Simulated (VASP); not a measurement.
# W8O in VASP: single point with PBE+D3(BJ)

Aim: the single point of W8O with PBE+D3(BJ).

Everything below comes from runs of VASP 6.6.1. Logs are shortened: lines on timing, memory, paths and dates and some standing lists are left out, and cuts for length are marked.

### Step 1. The cell of the first run

The cell holds a slab with vacuum, 9 atoms: a = 5.472 Å, b = 2.736 Å, c = 25.702 Å, α = 90.00°, β = 90.00°, γ = 109.47°.

### Step 2. Single point, PBE+D3(BJ)

File INCAR:

```
SYSTEM = W8O
ALGO = Normal
DIPOL = 0.5 0.5 0.482
EDIFF = 1E-6
ENCUT = 520
GGA = PE
GGA_COMPAT = .False.
IDIPOL = 3
ISIF = 2
ISMEAR = 0
IVDW = 12
LASPH = .True.
LCHARG = .True.
LDIPOL = .True.
LELF = .True.
LREAL = .False.
LVACPOTAV = .True.
LVHAR = .True.
LWAVE = .False.
NBANDS = 69
NELM = 120
NELMDL = -8
PREC = Accurate
SIGMA = 0.1
```

File KPOINTS:

```
k-points
0
Gamma
  6 11 1
  0 0 0
```

File POSCAR:

```
W8O
1.0
    5.4723966486      0.0000000000      0.0000000000
   -0.9120661081      2.5797125197      0.0000000000
    0.0000000000      0.0000000000     25.7022897296
W O
8 1
Direct
    0.2500000000      0.5000000000      0.3307098352
    0.7500000000      0.5000000000      0.3307098352
    0.5000000000      0.0000000000      0.4176319187
    0.0000000000      0.0000000000      0.4176319187
    0.7500000000      0.5000000000      0.5036157939
    0.2500000000      0.5000000000      0.5062089696
   -0.0088064174     -0.0470371682      0.5914880934
    0.5088064174      0.0470371682      0.5914880934
    0.2500000000      1.0000000000      0.6444268363
```

Potentials or basis: VASP PAW PBE potentials, release 64 (W_sv, O).

Run with:

```console
$ cat potpaw_PBE.64/W_sv/POTCAR potpaw_PBE.64/O/POTCAR > POTCAR
$ mpirun -np 1 vasp_std > vasp.out
```

OUTCAR:

```text
SYSTEM = W8O
   EDIFF = 1E-6
   ENCUT = 520
   GGA = PE
   ISIF = 2
   ISMEAR = 0
   IVDW = 12
   LASPH = .True.
   LREAL = .False.
   NELM = 120
   NELMDL = -8
   PREC = Accurate
 IVDW          = 12

 ion  position               nearest neighbor table
   1  0.250  0.500  0.331-   3 2.74   4 2.74   2 2.74   2 2.74   4 3.16   3 3.16   2 3.16   2 3.16

   2  0.750  0.500  0.331-   4 2.74   3 2.74   1 2.74   1 2.74   4 3.16   3 3.16   1 3.16   1 3.16

   3  0.500  0.000  0.418-   5 2.72   2 2.74   1 2.74   4 2.74   4 2.74   6 2.77   5 3.14   2 3.16
                             1 3.16   4 3.16   4 3.16   6 3.19
   4  0.000  0.000  0.418-   5 2.72   2 2.74   1 2.74   3 2.74   3 2.74   6 2.77   5 3.14   1 3.16
                             2 3.16   3 3.16   3 3.16   6 3.19
   5  0.750  0.500  0.504-   7 2.70   8 2.70   4 2.72   3 2.72   6 2.74   6 2.74   4 3.14   3 3.14
                             6 3.16   6 3.16   8 3.22   7 3.22
   6  0.250  0.500  0.506-   5 2.74   5 2.74   7 2.76   8 2.76   3 2.77   4 2.77   8 3.08   7 3.08
                             5 3.16   5 3.16   4 3.19   3 3.19
   7  0.991  0.953  0.591-   9 1.94   5 2.70   8 2.74   8 2.76   6 2.76   8 2.96   6 3.08   5 3.22
                             8 3.37
   8  0.509  0.047  0.591-   9 1.94   5 2.70   7 2.74   7 2.76   6 2.76   7 2.96   6 3.08   5 3.22
                             7 3.37
   9  0.250  0.000  0.644-   7 1.94   8 1.94

  Warning from LATTYP: Monoclinic adjustment (A1->A3, A2->A1, A3->A2)!
  Warning from LATTYP: Got some problem with cell dimensions!
  Tried to take original basis but could not verify dimensions!
  LATTYP: Found a simple monoclinic cell.
 ALAT       =     2.7361983243
 B/A-ratio  =     9.3934308421
 C/A-ratio  =     1.9148542155
 COS(beta)  =    -0.1740776560

  Lattice vectors:

 A1 = (  -0.9120661081,   2.5797125197,   0.0000000000)
 A2 = (   0.0000000000,   0.0000000000, -25.7022897296)
 A3 = (  -4.5603305405,  -2.5797125197,   0.0000000000)

Analysis of symmetry for initial positions (statically):
=====================================================================
 Subroutine PRICEL returns:
 Original cell was already a primitive cell.

 Routine SETGRP: Setting up the symmetry group for a
 simple monoclinic supercell.

 Subroutine GETGRP returns: Found  2 space group operations
 (whereof  1 operations were pure point group operations)
 out of a pool of  4 trial point group operations.

The static configuration has the point symmetry C_1 .
 The point group associated with its full space group is C_2 .

Analysis of symmetry for dynamics (positions and initial velocities):
=====================================================================
 Subroutine PRICEL returns:
 Original cell was already a primitive cell.

 Routine SETGRP: Setting up the symmetry group for a
 simple monoclinic supercell.

 Subroutine GETGRP returns: Found  2 space group operations
 (whereof  1 operations were pure point group operations)
 out of a pool of  4 trial point group operations.

The dynamic configuration has the point symmetry C_1 .
 The point group associated with its full space group is C_2 .

 Subroutine INISYM returns: Found  2 space group operations
 (whereof  1 operations are pure point group operations),
 and found     1 'primitive' translations

----------------------------------------------------------------------------------------

                                     Primitive cell

  volume of cell :     362.8446

  direct lattice vectors                    reciprocal lattice vectors
     5.472396649  0.000000000  0.000000000     0.182735292  0.064606682  0.000000000
    -0.912066108  2.579712520  0.000000000     0.000000000  0.387640093  0.000000000
     0.000000000  0.000000000 25.702289730     0.000000000  0.000000000  0.038907039

  length of vectors
     5.472396649  2.736198324 25.702289730     0.193820046  0.387640093  0.038907039

  position of ions in fractional coordinates (direct lattice)
     0.250000000  0.500000000  0.330709835
     0.750000000  0.500000000  0.330709835
     0.500000000  0.000000000  0.417631919
     0.000000000  0.000000000  0.417631919
     0.750000000  0.500000000  0.503615794
     0.250000000  0.500000000  0.506208970
     0.991193583  0.952962832  0.591488093
     0.508806417  0.047037168  0.591488093
     0.250000000  0.000000000  0.644426836

  ion indices of the primitive-cell ions
   primitive index   ion index
                 1           1
                 2           2
                 3           3
                 4           4
                 5           5
                 6           6
                 7           7
                 8           8
                 9           9

----------------------------------------------------------------------------------------

 KPOINTS: k-points

Automatic generation of k-mesh.
 Grid dimensions read from file:
 generate k-points for:    6   11    1

 Generating k-lattice:

  Cartesian coordinates                     Fractional coordinates (reciprocal lattice)
     0.030455882  0.010767780  0.000000000     0.166666667 -0.000000000  0.000000000
     0.000000000  0.035240008  0.000000000     0.000000000  0.090909091  0.000000000
     0.000000000  0.000000000  0.038907039     0.000000000  0.000000000  1.000000000

  Length of vectors
     0.032303341  0.035240008  0.038907039

  Shift w.r.t. Gamma in fractional coordinates (k-lattice)
     0.000000000  0.000000000  0.000000000

 Subroutine IBZKPT returns following result:
 ===========================================

 Found     34 irreducible k-points:

 Following reciprocal coordinates:
            Coordinates               Weight
  0.000000  0.000000  0.000000      1.000000
  0.166667  0.000000  0.000000      2.000000
  0.333333  0.000000  0.000000      2.000000
  0.500000  0.000000  0.000000      1.000000
  0.000000  0.090909  0.000000      2.000000
  0.166667  0.090909  0.000000      2.000000
[... 16 lines left out ...]
  0.000000  0.363636  0.000000      2.000000
  0.166667  0.363636  0.000000      2.000000
 [... further k-points ...]
   k-points           NKPTS =     34   k-points in BZ     NKDIM =     34   number of bands    NBANDS=     69
   number of dos      NEDOS =    301   number of ions     NIONS =      9
   total plane-waves  NPLWV = 161280
   dimension x,y,z NGX =    42 NGY =   20 NGZ =  192
   dimension x,y,z NGXF=    84 NGYF=   40 NGZF=  384
   ions per type =               8   1
   NGX,Y,Z   is equivalent  to a cutoff of  12.76, 12.15, 12.42 a.u.
   NGXF,Y,Z  is equivalent  to a cutoff of  25.52, 24.30, 24.84 a.u.
 SYSTEM =  W8O
   PREC   = accura    normal or accurate (medium, high low for compatibility)
   ISTART =      0    job   : 0-new  1-cont  2-samecut
   ICHARG =      2    charge: 1-file 2-atom 10-const
   ISPIN  =      1    spin polarized calculation?
   LNONCOLLINEAR =      F non collinear calculations
   LSORBIT =      F    spin-orbit coupling
   LASPH  =      T    aspherical Exc in radial PAW
   ENCUT  =  520.0 eV  38.22 Ry    6.18 a.u.  10.18  5.09 47.79*2*pi/ulx,y,z
   NELM   =    120;   NELMIN=  2; NELMDL= -8     # of ELM steps
   EDIFF  = 0.1E-05   stopping-criterion for ELM
   LREAL  =      F    real-space projection
   EDIFFG = 0.1E-04   stopping-criterion for IOM
   NSW    =      0    number of steps for IOM
   IBRION =     -1    ionic relax: 0-MD 1-quasi-New 2-CG
   NFREE  =      0    steps in history (QN), initial steepest desc. (CG)
   ISIF   =      2    stress and relaxation
   ISYM   =      2    0-nonsym 1-usesym 2-fastsym
   POTIM  = 0.5000    time-step for ionic-motion
   TEBEG  =    0.0;   TEEND  =   0.0 temperature during run
   PSTRESS=    0.0 pullay stress
   NELECT =     118.0000    total number of electrons
   NUPDOWN=      -1.0000    fix difference up-down
   EMIN   =  10.00;   EMAX   =-10.00  energy-range for DOS
   EFERMI =   0.00;   METHOD = LEGACY
   ISMEAR =     0;   SIGMA  =   0.10  broadening in eV -4-tet -1-fermi 0-gaus
   EFERMI_NEDOS =   21; number of points for ismear=-14 and -15
   IALGO  =     38    algorithm
   IMIX   =      4    mixing-type and parameters
     AMIX     =   0.40;   BMIX     =  1.00
     AMIX_MAG =   1.60;   BMIX_MAG =  1.00
  volume/ion in A,a.u.               =      40.32       272.07
  Fermi-wavevector in a.u.,A,eV,Ry     =   1.125802  2.127457 17.244428  1.267430
  Thomas-Fermi vector in A             =   2.262481
   LORBIT       =      0    0 simple, 1 ext, 2 COOP (PROOUT), +10 PAW based schemes
   GGA     = PE    functional components
   LHFCALC =     F    Hartree Fock is set to
   AEXX    =    0.0000 exact exchange contribution
   IVDW    =    12    specifies the selected vdW correction
   LEPSILON=     F    determine dielectric tensor
   LRPA    =     F    only Hartree local field effects (RPA)
 non-spin polarized calculation
 Gauss-broadening in eV      SIGMA  =   0.10
  energy-cutoff  :      520.00
  volume of cell :      362.84
 maximum number of plane-waves:      9832
 NGX is ok and might be reduce to    42
   NGX = 21   NGY = 11   NGZ = 95

 dipolmoment           0.000000      0.000000     -1.537504 electrons x Angstroem

 number of electron     118.0000019 magnetization

 dipolmoment           0.000000      0.000000      0.049644 electrons x Angstroem

 Free energy of the ion-electron system (eV)
  ---------------------------------------------------
  ext. energy  EPLUGINS =         0.00000000
  ---------------------------------------------------
  free energy    TOTEN  =      -106.37019513 eV

  energy without entropy =     -106.34876376  energy(sigma->0) =     -106.35947945

 E-fermi :   0.8178     XC(G=0):  -5.7424

 val. band max:        0.8023663508   @ k =  -0.3333   0.2727   0.0000
 cond. band min:       0.8215808043   @ k =  -0.3333   0.1818   0.0000
 fundamental gap:      0.0192144535
 Fermi energy:         0.8178468911

 k-point     1 :       0.0000    0.0000    0.0000
  band No.  band energies     occupation
      1     -73.6108      2.00000
      2     -73.5360      2.00000
      3     -73.3424      2.00000
      4     -73.2850      2.00000
      5     -73.2469      2.00000
      6     -73.1879      2.00000
[... 1717 lines left out ...]
     68       3.2842      0.00000
     69       3.5616      0.00000

 [... further k-points ...]

------------------------ aborting loop because EDIFF is reached ----------------------------------------

 Edisp (eV)   -4.14824

 E8    (eV) :    -2.1764

  FORCE on cell =-STRESS in cart. coord.  units (eV):
  Direction    XX          YY          ZZ          XY          YZ          ZX
  --------------------------------------------------------------------------------------
  -------------------------------------------------------------------------------------
  Total      -3.70620    -5.88640    -1.52285    -0.36769     0.00000     0.00000
  in kB     -16.36511   -25.99201    -6.72428    -1.62356     0.00000     0.00000
  external pressure =      -16.36 kB  Pullay stress =        0.00 kB

 VOLUME and BASIS-vectors are now :
 -----------------------------------------------------------------------------
  energy-cutoff  :      520.00
  volume of cell :      362.84
      direct lattice vectors                 reciprocal lattice vectors
     5.472396649  0.000000000  0.000000000     0.182735292  0.064606682  0.000000000
    -0.912066108  2.579712520  0.000000000     0.000000000  0.387640093  0.000000000
     0.000000000  0.000000000 25.702289730     0.000000000  0.000000000  0.038907039

 POSITION                                       TOTAL-FORCE (eV/Angst)
 -----------------------------------------------------------------------------------
      0.91207      1.28986      8.50000         0.000000      0.000000      0.471371
      3.64826      1.28986      8.50000         0.000000      0.000000      0.471316
      2.73620      0.00000     10.73410        -0.133044      0.034788     -0.514314
      0.00000      0.00000     10.73410         0.133044     -0.034788     -0.514314
      3.64826      1.28986     12.94408         0.000000      0.000000      0.014905
      0.91207      1.28986     13.01073         0.000000      0.000000      0.001027
      4.55504      2.45837     15.20260        -0.156732     -0.011206     -0.103106
      2.74149      0.12134     15.20260         0.156732      0.011206     -0.103106
      1.36810      0.00000     16.56325        -0.000000      0.000000      0.276221
 -----------------------------------------------------------------------------------
    total drift:                                0.000000     -0.000000      0.000986

  FREE ENERGIE OF THE ION-ELECTRON SYSTEM (eV)
  ---------------------------------------------------
  free  energy   TOTEN  =      -110.5184336849 eV

  energy  without entropy=     -110.4970023133  energy(sigma->0) =     -110.50771800

 vacuum level on the upper side and lower side of the slab         6.444         5.808
```

Run time: 18 min. Hardware: 1 thread of AMD EPYC 9R45 (Zen 5), shared host; peak memory 0.77 GiB.

What came out:

* Free energy: -110.5184 eV
* Largest force: 0.532 eV/Å
* Band gap on the k mesh: zero (bands 59 and 60 overlap by 1.59 eV)
* Dispersion energy per atom: -0.461 eV

Forces in eV/Å, atoms in the order of the input:
```
W    0.000  0.000  0.471
W    0.000  0.000  0.471
W   -0.133  0.035 -0.514
W    0.133 -0.035 -0.514
W    0.000  0.000  0.015
W    0.000  0.000  0.001
W   -0.157 -0.011 -0.103
W    0.157  0.011 -0.103
O    0.000  0.000  0.276
```

Caveat: spin-orbit coupling is left out, which moves the levels of the heavy elements.
